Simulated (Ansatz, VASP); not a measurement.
# Two plane-wave programs on Be

```
Be
1.0
     2.26493    0.00000    0.00000
    -1.13246    1.96149    0.00000
     0.00000    0.00000    3.56054
Be
2
Direct
  0.33333 0.66667 0.75000
  0.66667 0.33333 0.25000
```

Alike in both runs: functional PBE; k mesh 27 × 27 × 16; occupations gaussian, width 0.1 eV; no spin polarisation.

Ansatz relaxed the structure, and its values are those at the end. VASP's run is a single point on that final structure, the one shown.

|  | VASP | Ansatz |
| --- | --- | --- |
| version | VASP 6.6.1 | Ansatz 0.2.0 |
| potentials or method | VASP PAW PBE potentials, release 64 (Be), cutoff 520 eV | scalar-relativistic, plane waves, PAW |
| valence electrons in the cell | 4 | 4 |

```tsv
	VASP	Ansatz	Ansatz less VASP
gap on the k mesh at the Fermi level (eV)	none	none	-
pressure (GPa)	0.2	0.0	-0.16
```

A gap of «none» marks a metal or a gap that the smearing closes.
